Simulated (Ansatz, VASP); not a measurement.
Two plane-wave programs on Mg3CO3

INCAR

```
SYSTEM = Mg3CO3
PREC     = Accurate       ! precision mode
ENCUT    = 520            ! plane-wave cutoff, eV
EDIFF    = 1E-6           ! SCF threshold, eV
ISMEAR   = 0              ! smearing method
SIGMA    = 0.05           ! smearing width, eV
LREAL    = .FALSE.        ! projectors in reciprocal space
LASPH    = .TRUE.         ! aspherical terms in the spheres
NELM     = 150            ! most SCF steps
ALGO     = Normal         ! electronic algorithm
ISIF     = 2              ! what is computed and relaxed
LWAVE    = .FALSE.        ! write WAVECAR
LCHARG   = .FALSE.        ! write CHGCAR
ISPIN    = 2              ! spin polarisation
MAGMOM   = 0 0 0 0 0 0 2  ! initial moments
LORBIT   = 11             ! projections on sites
LDIPOL   = .TRUE.       
IDIPOL   = 3            
DIPOL    = 0.5 0.5 0.341
GGA      = PE             ! functional
NBANDS   = 27             ! bands
```

The input KPOINTS:

```
regular mesh
0
G
  9 9 1
  0 0 0
```

POSCAR

```
Mg3CO3
1.0
    3.0085896345      0.0000000000      0.0000000000
   -1.5042948172      2.6055150530      0.0000000000
    0.0000000000      0.0000000000     23.0789991983
O Mg C
3 3 1
Direct
    0.3333333333      0.6666666667      0.1733177408
    0.0000000000      0.0000000000      0.2797566348
    0.6666666667      0.3333333333      0.3878522578
    0.6666666667      0.3333333333      0.2265371878
    0.3333333333      0.6666666667      0.3281901435
    0.0000000000      0.0000000000      0.4367173425
    0.2222222222     -0.2222222222      0.5550067006
```

Input for Ansatz:

```yaml
crystal:
  lattice:
    - [3.0085896345, 0.0, 0.0]
    - [-1.5042948172, 2.605515053, 0.0]
    - [0.0, 0.0, 23.0789991983]
  atoms:
    - { symbol: O, position: [0.3333333333, 0.6666666667, 0.1733177408] }
    - { symbol: Mg, position: [0.6666666667, 0.3333333333, 0.2265371878] }
    - { symbol: O, position: [0.0, 0.0, 0.2797566348] }
    - { symbol: Mg, position: [0.3333333333, 0.6666666667, 0.3281901435] }
    - { symbol: O, position: [0.6666666667, 0.3333333333, 0.3878522578] }
    - { symbol: Mg, position: [0.0, 0.0, 0.4367173425] }
    - { symbol: C, position: [0.2222222222, -0.2222222222, 0.5550067006], spin: 2.0 }
basis:
  ecutwfc: 420
kpoints:
  mp_grid: { grid: [9, 9, 1] }
hamiltonian:
  xc: pbe
  pseudopotentials: { kind: paw, azcp: { folder: soft_1 } }
scf:
  occupations: { method: gaussian, width: 0.05 }
output:
  forces: true
  eigenvalues: true
  populations: true
magnetization:
  spin_polarized: true
efield:
  axis: 3
  dipole_correction: true
  ramp_width: 0.04
```

Alike in both runs: task single point; functional PBE; k mesh 9 × 9 × 1; occupations gaussian, width 0.05 eV; collinear spin.

|  | VASP | Ansatz |
| --- | --- | --- |
| version | VASP 6.6.1 | Ansatz 0.2.0 |
| potentials or method | VASP PAW PBE potentials, release 64 (O, Mg, C), cutoff 520 eV | scalar-relativistic, plane waves, PAW |
| valence electrons in the cell | 28 | 52 |

|  | VASP | Ansatz | Ansatz less VASP |
| --- | --- | --- | --- |
| gap on the k mesh at the Fermi level (eV) | none | none | - |
| rms of the force components (eV/Å) | 0.898 | 0.857 | -0.0409 |
| net moment per atom (μB) | 0.11 | 0.23 | +0.117 |
| size of the moment on the site where the two differ most (μB) | 0.00 | 0.76 | +0.763 |

The net moments are unlike, so the other rows may belong to different states. Site moments also hang on the region over which each program counts them. A gap of «none» marks a metal or a gap that the smearing closes. VASP's potentials hold 28 valence electrons a cell and Ansatz's 52, so a difference there can come from the potentials and not from the codes. Ansatz's warnings: vacuum below fermi.
